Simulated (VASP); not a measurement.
Here is a VASP 6.6.1 calculation.

File INCAR:

```
SYSTEM = Si3Ge2
PREC = Accurate ; ENCUT = 520
EDIFF = 1E-6 ; ISMEAR = 0
SIGMA = 0.1 ; LREAL = .FALSE.
LASPH = .TRUE. ; NELM = 60
ALGO = Normal ; ISIF = 2
LWAVE = .FALSE. ; LCHARG = .TRUE.
GGA = PE ; LELF = .TRUE.
LVHAR = .TRUE. ; NBANDS = 28
```

The input KPOINTS:

```
regular mesh
0
G
  4 4 4
  0 0 0
```

Contents of POSCAR:

```
Si3Ge2
1.0
    4.7868428040      0.0000000000      0.0000000000
    0.0000000000      4.7868428040      0.0000000000
    0.0000000000      0.0000000000      4.8692599896
Si Ge
3 2
Direct
    0.5000000000      0.5000000000      0.0000000000
    0.0000000000      0.5000000000      0.5000000000
    0.5000000000      0.0000000000      0.5000000000
    0.0000000000      0.0000000000      0.0000000000
    0.0000000000      0.0000000000      0.5000000000
```

Potentials or basis: VASP PAW PBE potentials, release 64 (Si, Ge_d).

Run with:

```sh
$ cat potpaw_PBE.64/Si/POTCAR potpaw_PBE.64/Ge_d/POTCAR > POTCAR
$ mpirun -np 1 vasp_std > vasp.out
```

Q: What does it give for the pressure?

A: 0.1 GPa.

Q: Predict the band gap on the k mesh.

A: Zero (band 20 reaches 7.35 eV, above the bottom of band 21 at 4.66 eV).

Stress tensor (GPa, compression positive):
```
0.09 0.00 0.00
0.00 0.09 0.00
0.00 0.00 0.24
```
